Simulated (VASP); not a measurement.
Wanted: the native input for a VASP 6.6.1 run.

```yaml
Task: single point
Functional: PBEsol
Potentials_or_basis: VASP PAW PBE potentials, release 64 (Sc_sv)
Cutoff: 520 eV
k_mesh: 12 × 12 × 12
Occupations: fermi-dirac, width 0.03 eV
Spin: no spin polarisation
Dipole_correction: no
Further_INCAR_settings: ALGO = Normal; EDIFF = 1e-07; NBANDS = 12
```

The structure of Sc lies in POSCAR:

```
Sc
1.0
    0.0000000000      2.3003784264      2.3003784264
    2.3003784264      0.0000000000      2.3003784264
    2.3003784264      2.3003784264      0.0000000000
Sc
1
Direct
    0.0000000000      0.0000000000      0.0000000000
```

This cell differs from its parent crystal: volume scaled by 1.04.

One way to write it, as run:

INCAR

```
SYSTEM = Sc
PREC = Accurate
ENCUT = 520
EDIFF = 1E-7
ISMEAR = -1
SIGMA = 0.03
LREAL = .False.
LASPH = .True.
NELM = 100
ALGO = Normal
ISIF = 2
LWAVE = .False.
LCHARG = .False.
GGA = PS
NBANDS = 12
```

KPOINTS

```
regular mesh
0
Gamma
  12 12 12
  0 0 0
```

Potentials or basis: VASP PAW PBE potentials, release 64 (Sc_sv).

Run with:

```sh
$ cat potpaw_PBE.64/Sc_sv/POTCAR > POTCAR
$ mpirun -np 1 vasp_std > vasp.out
```

Results of the run:

The pressure is -1.6 GPa.

Caveat: the PAW data sets were made with another functional, which shifts forces and pressure a little.

Wall time 8.6 s on 1 thread of Intel(R) Xeon(R) Platinum 8375C CPU @ 2.90GHz (Ice Lake) (shared host), peak memory 0.14 GiB.
